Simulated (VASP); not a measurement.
Si7N:

```
Si N
1.0
     3.72500    2.15063    6.06667
    -3.72500    2.15063    6.06667
     0.00000   -4.30126    6.06667
Si N
14 2
Direct
  0.43750 0.43750 0.43750
  0.56250 0.56250 0.56250
  0.43750 0.93750 0.43750
  0.56250 0.06250 0.56250
  0.56250 0.56250 0.06250
  0.43750 0.43750 0.93750
  0.93750 0.93750 0.43750
  0.43750 0.93750 0.93750
  0.93750 0.43750 0.93750
  0.56250 0.06250 0.06250
  0.06250 0.06250 0.56250
  0.06250 0.56250 0.06250
  0.93750 0.43750 0.43750
  0.06250 0.56250 0.56250
  0.08800 0.08800 0.08800
  0.91200 0.91200 0.91200
```

```yaml
Program: VASP 6.6.1
Task: relaxation of cell and atoms
Functional: PBE
Potentials_or_basis: VASP PAW PBE potentials, release 64 (Si, N)
Cutoff: 600 eV
k_mesh: 3 × 3 × 3
Occupations: gaussian, width 0.2 eV
Spin: no spin polarisation
```

At the start: pressure 2.3 GPa; volume 18.23 Å³/atom.

Task: Where does the relaxation end?

Result: Over 12 steps the energy falls by 260.8 meV/atom and the volume is 18.16 Å³/atom (-0.4 %); space group R-3m (No. 166, to 0.1 Å) before and after.

The path:
| step | energy change (eV) | largest force (eV/Å) | pressure (GPa) | volume (Å³) |
| --- | --- | --- | --- | --- |
| 1 | 0.0000 | 3.1148 | 2.27 | 291.60 |
| 2 | -2.9636 | 2.0267 | -3.36 | 302.16 |
| 3 | -3.4460 | 1.0470 | -4.55 | 308.07 |
| 4 | -3.6025 | 2.1895 | 2.51 | 286.62 |
| 5 | -3.8956 | 1.0927 | -1.01 | 295.67 |
| 6 | -4.0780 | 0.6625 | 0.24 | 288.96 |
| 7 | -4.1302 | 0.3437 | -0.30 | 291.05 |
| 8 | -4.1572 | 0.2555 | 0.36 | 289.22 |
| 9 | -4.1573 | 0.2497 | 0.40 | 289.10 |
| 10 | -4.1670 | 0.1840 | -0.04 | 290.44 |
| 11 | -4.1687 | 0.1400 | -0.33 | 291.34 |
| 12 | -4.1735 | 0.0449 | 0.07 | 290.55 |

Final structure:
```xyz
16
Lattice="3.5965 2.0764 6.4843 -3.5965 2.0764 6.4843 0.0000 -4.1529 6.4843" Properties=species:S:1:pos:R:3 pbc="T T T"
Si    0.0000    0.0000    8.5453
Si    0.0000    0.0000   10.9076
Si   -1.8236    1.0529   11.7884
Si    1.8236   -1.0529    7.6645
Si    0.0000    2.1058    7.6645
Si    0.0000   -2.1058   11.7884
Si    0.0000    2.3285   15.0573
Si   -2.0165   -1.1642   15.0573
Si    2.0165   -1.1642   15.0573
Si    2.0165    1.1642    4.3956
Si    0.0000   -2.3285    4.3956
Si   -2.0165    1.1642    4.3956
Si    1.8236    1.0529   11.7884
Si   -1.8236   -1.0529    7.6645
N     0.0000    0.0000    1.8410
N     0.0000    0.0000   17.6119
```

Caveat: the relaxation stopped at a loose force limit of 0.08 eV/Å, so its end isn't a converged minimum.
